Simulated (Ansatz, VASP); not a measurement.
One calculation of NiO, two programs

INCAR

```
PREC = Accurate ; ENCUT = 520
EDIFF = 1E-6 ; ISMEAR = -1
SIGMA = 0.05 ; LREAL = False
LASPH = True ; NELM = 150
ALGO = Normal ; ISIF = 2
LWAVE = False ; LCHARG = False
ISPIN = 2 ; MAGMOM = 1 0
LORBIT = 11 ; LMAXMIX = 4
GGA = PE ; NBANDS = 19
```

Contents of KPOINTS:

```
Automatic mesh
0
Gamma
  11 11 11
```

POSCAR

```
NiO
1.0
    0.0000000000      2.0483303900      2.0483303900
    2.0483303900      0.0000000000      2.0483303900
    2.0483303900      2.0483303900      0.0000000000
Ni O
1 1
Direct
    0.0000000000      0.0000000000      0.0000000000
    0.7500000000      0.7500000000      0.7500000000
```

Contents of input.yaml:

```yaml
crystal:
  lattice:
    - [0.0, 2.04833039, 2.04833039]
    - [2.04833039, 0.0, 2.04833039]
    - [2.04833039, 2.04833039, 0.0]
  atoms:
    - { symbol: Ni, position: [0.0, 0.0, 0.0], spin: 1.0 }
    - { symbol: O, position: [0.75, 0.75, 0.75] }
kpoints:
  mp_grid: { grid: [11, 11, 11] }
scf:
  occupations: { method: fermi_dirac, width: 0.05 }
hamiltonian:
  xc: pbe
  pseudopotentials: { kind: all_electron, lapw: { basis_error: 0.0005 } }
magnetization:
  spin_polarized: true
output:
  forces: true
  stress: true
  eigenvalues: true
```

Change from the starting cell: volume scaled by 0.98.

Alike in both runs: task single point; functional PBE; k mesh 11 × 11 × 11; occupations fermi-dirac, width 0.05 eV; collinear spin.

|  | VASP | Ansatz |
| --- | --- | --- |
| version | VASP 6.6.1 | Ansatz 0.2.0 |
| potentials or method | VASP PAW PBE potentials, release 64 (Ni, O), cutoff 520 eV | all-electron LAPW, scalar-relativistic |

```tsv
	VASP	Ansatz	Ansatz less VASP
gap on the k mesh at the Fermi level (eV)	none	none	-
pressure (GPa)	68.7	68.4	-0.25
net moment per atom (μB)	0.46	0.49	+0.031
size of the moment on the site where the two differ most (μB)	0.73	0.78	+0.044
```

Site moments also hang on the region over which each program counts them. A gap of «none» marks a metal or a gap that the smearing closes. Both programs put the cell under a high pressure, so it lies far from rest at this level. Ansatz ran all-electron here, and VASP with PAW potentials.

Noted on VASP's run: the cell as given lies far from equilibrium.
